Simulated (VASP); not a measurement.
# LiF (I4/mmm) in VASP: a series of runs

Runs on LiF. Level: PBE. Tasks: single point.

Program: VASP 6.6.1. These are calculated values, not measurements. Logs are shortened: lines on timing, memory, paths and dates and some standing lists are left out, and cuts for length are marked.

## (1) The cell of the first run

It takes space group I4/mmm (No. 139, tetragonal). The conventional cell has a = 2.848 Å, b = 2.848 Å, c = 3.867 Å, α = 90.00°, β = 90.00°, γ = 90.00°. Li (site symmetry 4/mmm) has 6 F at 1.93 to 2.01 Å within 2.6 Å. Within 2.6 Å of F (site symmetry 4/mmm) lie 6 Li at 1.93 to 2.01 Å.

## (2) Single point, PBE (strain +0.000 along x and y, -0.040 along z)

INCAR

```
PREC = Accurate
ENCUT = 520
EDIFF = 1E-7
ISMEAR = 0
SIGMA = 0.05
LREAL = F
LASPH = T
NELM = 80
ALGO = Normal
ISIF = 2
LWAVE = F
LCHARG = T
GGA = PE
LELF = T
LVHAR = T
NBANDS = 12
```

KPOINTS

```
regular mesh
0
Gamma
  10 10 10
```

POSCAR

```
LiF
1.0
    0.0000000000      2.0140000000      1.9334400000
    2.0140000000      0.0000000000      1.9334400000
    2.0140000000      2.0140000000      0.0000000000
Li F
1 1
Direct
    0.0000000000      0.0000000000      0.0000000000
    0.5000000000      0.5000000000      0.5000000000
```

Potentials or basis: VASP PAW PBE potentials, release 64 (Li_sv, F).

The run is started by

```bash
$ cat potpaw_PBE.64/Li_sv/POTCAR potpaw_PBE.64/F/POTCAR > POTCAR
$ mpirun -np 1 vasp_std > vasp.out
```

OUTCAR:

```text
PREC = Accurate
   ENCUT = 520
   EDIFF = 1E-7
   ISMEAR = 0
   LREAL = F
   LASPH = T
   NELM = 80
   ISIF = 2
   GGA = PE

 ion  position               nearest neighbor table
   1  0.000  0.000  0.000-   2 1.93   2 1.93   2 2.01   2 2.01   2 2.01   2 2.01
   2  0.500  0.500  0.500-   1 1.93   1 1.93   1 2.01   1 2.01   1 2.01   1 2.01

  LATTYP: Found a body centered tetragonal cell.
 ALAT       =     2.8482261146
 C/A-ratio  =     1.3576450199

  Lattice vectors:

 A1 = (   0.0000000000,  -2.0140000000,  -1.9334400000)
 A2 = (   0.0000000000,   2.0140000000,  -1.9334400000)
 A3 = (   2.0140000000,   0.0000000000,   1.9334400000)

Analysis of symmetry for initial positions (statically):
=====================================================================
 Subroutine PRICEL returns:
 Original cell was already a primitive cell.

 Routine SETGRP: Setting up the symmetry group for a
 body centered tetragonal supercell.

 Subroutine GETGRP returns: Found 16 space group operations
 (whereof 16 operations were pure point group operations)
 out of a pool of 16 trial point group operations.

The static configuration has the point symmetry D_4h.

Analysis of symmetry for dynamics (positions and initial velocities):
=====================================================================
 Subroutine PRICEL returns:
 Original cell was already a primitive cell.

 Routine SETGRP: Setting up the symmetry group for a
 body centered tetragonal supercell.

 Subroutine GETGRP returns: Found 16 space group operations
 (whereof 16 operations were pure point group operations)
 out of a pool of 16 trial point group operations.

The dynamic configuration has the point symmetry D_4h.

 Subroutine INISYM returns: Found 16 space group operations
 (whereof 16 operations are pure point group operations),
 and found     1 'primitive' translations

----------------------------------------------------------------------------------------

                                     Primitive cell

  volume of cell :      15.6848

  direct lattice vectors                    reciprocal lattice vectors
     0.000000000  2.014000000  1.933440000    -0.248262165  0.248262165  0.258606422
     2.014000000  0.000000000  1.933440000     0.248262165 -0.248262165  0.258606422
     2.014000000  2.014000000  0.000000000     0.248262165  0.248262165 -0.258606422

  length of vectors
     2.791842802  2.791842802  2.848226115     0.436056747  0.436056747  0.436056747

  position of ions in fractional coordinates (direct lattice)
     0.000000000  0.000000000  0.000000000
     0.500000000  0.500000000  0.500000000

  ion indices of the primitive-cell ions
   primitive index   ion index
                 1           1
                 2           2

----------------------------------------------------------------------------------------

 KPOINTS: regular mesh

Automatic generation of k-mesh.
 Grid dimensions read from file:
 generate k-points for:   10   10   10

 Generating k-lattice:

  Cartesian coordinates                     Fractional coordinates (reciprocal lattice)
    -0.024826216  0.024826216  0.025860642     0.100000000 -0.000000000  0.000000000
     0.024826216 -0.024826216  0.025860642    -0.000000000  0.100000000  0.000000000
     0.024826216  0.024826216 -0.025860642     0.000000000  0.000000000  0.100000000

  Length of vectors
     0.043605675  0.043605675  0.043605675

  Shift w.r.t. Gamma in fractional coordinates (k-lattice)
     0.000000000  0.000000000  0.000000000

 Subroutine IBZKPT returns following result:
 ===========================================

 Found    102 irreducible k-points:

 Following reciprocal coordinates:
            Coordinates               Weight
  0.000000  0.000000  0.000000      1.000000
  0.100000  0.000000  0.000000      8.000000
  0.200000  0.000000  0.000000      8.000000
  0.300000  0.000000  0.000000      8.000000
  0.400000  0.000000  0.000000      8.000000
  0.500000  0.000000  0.000000      4.000000
[... 16 lines left out ...]
  0.300000  0.300000  0.000000      2.000000
  0.400000  0.300000  0.000000      8.000000
 [... further k-points ...]
   k-points           NKPTS =    102   k-points in BZ     NKDIM =    102   number of bands    NBANDS=     12
   number of dos      NEDOS =    301   number of ions     NIONS =      2
   total plane-waves  NPLWV =  13824
   dimension x,y,z NGX =    24 NGY =   24 NGZ =   24
   dimension x,y,z NGXF=    48 NGYF=   48 NGZF=   48
   ions per type =               1   1
   NGX,Y,Z   is equivalent  to a cutoff of  14.29, 14.29, 14.01 a.u.
   NGXF,Y,Z  is equivalent  to a cutoff of  28.58, 28.58, 28.02 a.u.
 SYSTEM =  unknown system
   PREC   = accura    normal or accurate (medium, high low for compatibility)
   ISTART =      0    job   : 0-new  1-cont  2-samecut
   ICHARG =      2    charge: 1-file 2-atom 10-const
   ISPIN  =      1    spin polarized calculation?
   LNONCOLLINEAR =      F non collinear calculations
   LSORBIT =      F    spin-orbit coupling
   LASPH  =      T    aspherical Exc in radial PAW
   ENCUT  =  520.0 eV  38.22 Ry    6.18 a.u.   5.19  5.19  5.30*2*pi/ulx,y,z
   NELM   =     80;   NELMIN=  2; NELMDL= -5     # of ELM steps
   EDIFF  = 0.1E-06   stopping-criterion for ELM
   LREAL  =      F    real-space projection
   EDIFFG = 0.1E-05   stopping-criterion for IOM
   NSW    =      0    number of steps for IOM
   IBRION =     -1    ionic relax: 0-MD 1-quasi-New 2-CG
   NFREE  =      0    steps in history (QN), initial steepest desc. (CG)
   ISIF   =      2    stress and relaxation
   ISYM   =      2    0-nonsym 1-usesym 2-fastsym
   POTIM  = 0.5000    time-step for ionic-motion
   TEBEG  =    0.0;   TEEND  =   0.0 temperature during run
   PSTRESS=    0.0 pullay stress
   NELECT =      10.0000    total number of electrons
   NUPDOWN=      -1.0000    fix difference up-down
   EMIN   =  10.00;   EMAX   =-10.00  energy-range for DOS
   EFERMI =   0.00;   METHOD = LEGACY
   ISMEAR =     0;   SIGMA  =   0.05  broadening in eV -4-tet -1-fermi 0-gaus
   EFERMI_NEDOS =   21; number of points for ismear=-14 and -15
   IALGO  =     38    algorithm
   IMIX   =      4    mixing-type and parameters
     AMIX     =   0.40;   BMIX     =  1.00
     AMIX_MAG =   1.60;   BMIX_MAG =  1.00
  volume/ion in A,a.u.               =       7.84        52.92
  Fermi-wavevector in a.u.,A,eV,Ry     =   1.409013  2.662648 27.011881  1.985317
  Thomas-Fermi vector in A             =   2.531112
   LORBIT       =      0    0 simple, 1 ext, 2 COOP (PROOUT), +10 PAW based schemes
   GGA     = PE    functional components
   LHFCALC =     F    Hartree Fock is set to
   AEXX    =    0.0000 exact exchange contribution
   IVDW    =     0    specifies the selected vdW correction
   LEPSILON=     F    determine dielectric tensor
   LRPA    =     F    only Hartree local field effects (RPA)
 non-spin polarized calculation
 Gauss-broadening in eV      SIGMA  =   0.05
  energy-cutoff  :      520.00
  volume of cell :       15.68
 maximum number of plane-waves:       435
 NGX is ok and might be reduce to    24
   NGX = 11   NGY = 11   NGZ = 11

 number of electron      10.0000000 magnetization

 number of electron       9.9999996 magnetization

 Free energy of the ion-electron system (eV)
  ---------------------------------------------------
  ext. energy  EPLUGINS =         0.00000000
  ---------------------------------------------------
  free energy    TOTEN  =        -9.61622895 eV

  energy without entropy =       -9.61622895  energy(sigma->0) =       -9.61622895

 E-fermi :  -0.3563     XC(G=0): -10.1802

 val. band max:       -0.7334058388   @ k =   0.0000   0.0000   0.0000
 cond. band min:       8.6886009933   @ k =   0.0000   0.0000   0.0000
 fundamental gap:      9.4220068321
 Fermi energy:        -0.3562691846

 k-point     1 :       0.0000    0.0000    0.0000
  band No.  band energies     occupation
      1     -41.5939      2.00000
      2     -20.8556      2.00000
      3      -0.8446      2.00000
      4      -0.7334      2.00000
      5      -0.7334      2.00000
      6       8.6886      0.00000
      7      23.4282      0.00000
      8      23.4282      0.00000
      9      23.8678      0.00000
     10      23.8678      0.00000
     11      24.2227      0.00000
     12      24.4431      0.00000

 k-point     2 :       0.1000    0.0000    0.0000
  band No.  band energies     occupation
      1     -41.5872      2.00000
      2     -20.8145      2.00000
      3      -1.0800      2.00000
      4      -0.8138      2.00000
      5      -0.7656      2.00000
      6       8.9783      0.00000
      7      20.8926      0.00000
      8      22.0783      0.00000
      9      22.7683      0.00000
     10      24.9767      0.00000
     11      25.0193      0.00000
     12      25.4144      0.00000

 k-point     3 :       0.2000    0.0000    0.0000
  band No.  band energies     occupation
      1     -41.5698      2.00000
      2     -20.7042      2.00000
      3      -1.7919      2.00000
      4      -0.8633      2.00000
      5      -0.8482      2.00000
      6       9.6154      0.00000
      7      18.4041      0.00000
      8      20.4925      0.00000
      9      21.2864      0.00000
     10      26.0804      0.00000
     11      26.3885      0.00000
     12      26.6654      0.00000

 k-point     4 :       0.3000    0.0000    0.0000
  band No.  band energies     occupation
      1     -41.5481      2.00000
      2     -20.5614      2.00000
      3      -2.5899      2.00000
      4      -0.9470      2.00000
      5      -0.9139      2.00000
      6      10.1195      0.00000
      7      16.9609      0.00000
      8      19.1967      0.00000
      9      20.0028      0.00000
     10      27.5104      0.00000
     11      28.1164      0.00000
     12      28.4109      0.00000

 k-point     5 :       0.4000    0.0000    0.0000
  band No.  band energies     occupation
      1     -41.5306      2.00000
      2     -20.4410      2.00000
      3      -3.1868      2.00000
      4      -1.0245      2.00000
      5      -0.9524      2.00000
      6      10.2459      0.00000
      7      16.4969      0.00000
      8      18.3698      0.00000
      9      19.1602      0.00000
     10      29.1519      0.00000
     11      29.8456      0.00000
     12      30.3688      0.00000
[... 228 lines left out ...]
      1     -41.5258      2.00000
      2     -20.3572      2.00000
      3      -2.8500      2.00000
      4      -2.0174      2.00000
      5      -1.0764      2.00000
      6      11.3997      0.00000
      7      15.9078      0.00000
      8      18.7198      0.00000
      9      19.2632      0.00000
     10      28.6598      0.00000
     11      28.7390      0.00000
     12      29.2943      0.00000

 k-point    22 :      -0.2000    0.2000    0.0000
  band No.  band energies     occupation
      1     -41.5425      2.00000
      2     -20.4908      2.00000
      3      -2.3886      2.00000
      4      -1.7623      2.00000
      5      -0.9133      2.00000
      6      10.7844      0.00000
      7      16.6758      0.00000
      8      19.3002      0.00000
      9      19.6095      0.00000
     10      26.8083      0.00000
     11      27.7155      0.00000
     12      30.0994      0.00000

 k-point    23 :       0.3000    0.3000    0.0000
  band No.  band energies     occupation
      1     -41.5306      2.00000
      2     -20.3944      2.00000
      3      -2.7242      2.00000
      4      -1.5159      2.00000
      5      -1.5159      2.00000
      6      12.0833      0.00000
      7      17.1164      0.00000
      8      18.9755      0.00000
      9      19.6792      0.00000
     10      19.6792      0.00000
     11      33.8850      0.00000
     12      35.1842      0.00000

 k-point    24 :       0.4000    0.3000    0.0000
  band No.  band energies     occupation
      1     -41.5174      2.00000
      2     -20.2676      2.00000
      3      -3.1792      2.00000
      4      -1.7392      2.00000
      5      -1.6372      2.00000
      6      12.9586      0.00000
      7      15.9928      0.00000
      8      18.4409      0.00000
      9      19.4473      0.00000
     10      20.5104      0.00000
     11      34.4601      0.00000
     12      34.4732      0.00000

 [... further k-points ...]
[... 5 lines left out ...]
  --------------------------------------------------------------------------------------
  -------------------------------------------------------------------------------------
  Total        0.3756460      0.3756460      0.8086695      0.0000000      0.0000000      0.0000000
  in kB       38.3715817     38.3715817     82.6041834      0.0000000      0.0000000      0.0000000
  external PRESSURE =      53.1157823 kB  Pullay stress =       0.0000000 kB

 VOLUME and BASIS-vectors are now :
 -----------------------------------------------------------------------------
  energy-cutoff  :      520.00
  volume of cell :       15.68
      direct lattice vectors                 reciprocal lattice vectors
     0.000000000  2.014000000  1.933440000    -0.248262165  0.248262165  0.258606422
     2.014000000  0.000000000  1.933440000     0.248262165 -0.248262165  0.258606422
     2.014000000  2.014000000  0.000000000     0.248262165  0.248262165 -0.258606422

 POSITION                                       TOTAL-FORCE (eV/Angst)
 -----------------------------------------------------------------------------------
      0.00000      0.00000      0.00000        -0.000000      0.000000      0.000000
      2.01400      2.01400      1.93344         0.000000     -0.000000      0.000000
 -----------------------------------------------------------------------------------
    total drift:                               -0.000000     -0.000000      0.000000

  FREE ENERGIE OF THE ION-ELECTRON SYSTEM (eV)
  ---------------------------------------------------
  free  energy   TOTEN  =        -9.6162289542 eV

  energy  without entropy=       -9.6162289542  energy(sigma->0) =       -9.61622895
```

Wall time 20 s (1 thread of AMD EPYC 7R13 (Zen 3), shared host); peak memory 0.11 GiB.

What came out:

| Quantity | Value |
| --- | --- |
| Free energy | -9.6162 eV |
| Band gap on the k mesh | 9.42 eV, direct |

Caveat: the cell differs from its parent crystal (strain +0.000 along x and y, -0.040 along z); the cutoff is under 1.25 times the usual one of these potentials, so pressure, stress and relaxed cells hold a basis-set (Pulay) error.

## (3) Single point, PBE (strain -0.040 along x and y, +0.040 along z)

INCAR

```
  PREC = Accurate
  ENCUT = 520
  EDIFF = 1E-7
  ISMEAR = 0
  SIGMA = 0.05
  LREAL = False
  LASPH = True
  NELM = 100
  ALGO = Normal
  ISIF = 2
  LWAVE = False
  LCHARG = True
  GGA = PE
  LELF = True
  LVHAR = True
  NBANDS = 12
```

KPOINTS is that of step 2.

POSCAR

```
LiF
1.0
    0.0000000000      1.9334400000      2.0945600000
    1.9334400000      0.0000000000      2.0945600000
    1.9334400000      1.9334400000      0.0000000000
Li F
1 1
Direct
    0.0000000000      0.0000000000      0.0000000000
    0.5000000000      0.5000000000      0.5000000000
```

Potentials or basis: VASP PAW PBE potentials, release 64 (Li_sv, F).

The run is started by

```bash
$ cat potpaw_PBE.64/Li_sv/POTCAR potpaw_PBE.64/F/POTCAR > POTCAR
$ mpirun -np 1 vasp_std > vasp.out
```

OUTCAR:

```text
PREC = Accurate
   ENCUT = 520
   EDIFF = 1E-7
   ISMEAR = 0
   LREAL = False
   LASPH = True
   NELM = 100
   ISIF = 2
   GGA = PE

 ion  position               nearest neighbor table
   1  0.000  0.000  0.000-   2 1.93   2 1.93   2 1.93   2 1.93   2 2.09   2 2.09
   2  0.500  0.500  0.500-   1 1.93   1 1.93   1 1.93   1 1.93   1 2.09   1 2.09

  LATTYP: Found a body centered tetragonal cell.
 ALAT       =     2.7342970700
 C/A-ratio  =     1.5320646926

  Lattice vectors:

 A1 = (  -1.9334400000,   0.0000000000,   2.0945600000)
[... 539 lines left out ...]
      8      18.0267      0.00000
      9      20.7492      0.00000
     10      21.8197      0.00000
     11      33.5494      0.00000
     12      35.4801      0.00000

 [... further k-points ...]
[... 5 lines left out ...]
  --------------------------------------------------------------------------------------
  -------------------------------------------------------------------------------------
  Total        0.8448365      0.8448365      0.1184066      0.0000000      0.0000000     -0.0000000
  in kB       86.4368785     86.4368785     12.1144101      0.0000000      0.0000000     -0.0000000
  external PRESSURE =      61.6627223 kB  Pullay stress =       0.0000000 kB

 VOLUME and BASIS-vectors are now :
 -----------------------------------------------------------------------------
  energy-cutoff  :      520.00
  volume of cell :       15.66
      direct lattice vectors                 reciprocal lattice vectors
     0.000000000  1.933440000  2.094560000    -0.258606422  0.258606422  0.238713620
     1.933440000  0.000000000  2.094560000     0.258606422 -0.258606422  0.238713620
     1.933440000  1.933440000  0.000000000     0.258606422  0.258606422 -0.238713620

 POSITION                                       TOTAL-FORCE (eV/Angst)
 -----------------------------------------------------------------------------------
      0.00000      0.00000      0.00000         0.000000     -0.000000      0.000000
      1.93344      1.93344      2.09456         0.000000      0.000000     -0.000000
 -----------------------------------------------------------------------------------
    total drift:                               -0.000000     -0.000000      0.000000

  FREE ENERGIE OF THE ION-ELECTRON SYSTEM (eV)
  ---------------------------------------------------
  free  energy   TOTEN  =        -9.6011594590 eV

  energy  without entropy=       -9.6011594590  energy(sigma->0) =       -9.60115946
```

It took 8.1 s on 1 thread of Intel Xeon Platinum 8559C (Emerald Rapids), shared host; peak memory 0.13 GiB.

Results:

```yaml
Free_energy: -9.6012 eV
Band_gap_on_the_k_mesh: 9.36 eV, direct
```

Levels at points of the mesh, in eV from the valence-band top:
```csv
k point,band 2,band 3,band 4,band 5,band 6,band 7,band 8,band 9
"(0.00, 0.00, 0.00)",-20.18,-0.15,-0.15,0.00,9.36,23.27,24.27,24.99
"(0.50, 0.00, 0.00)",-19.72,-2.72,-0.42,-0.24,10.92,17.14,18.53,19.93
"(0.50, 0.50, 0.00)",-19.49,-3.32,-0.98,-0.98,14.20,17.36,17.91,21.51
"(0.50, 0.00, 0.50)",-19.38,-3.26,-1.50,-0.97,15.67,16.30,17.95,19.73
```

Caveat: the cell differs from its parent crystal (strain -0.040 along x and y, +0.040 along z); the cutoff is under 1.25 times the usual one of these potentials, so pressure, stress and relaxed cells hold a basis-set (Pulay) error.

(Continued in part 2 of 2.)
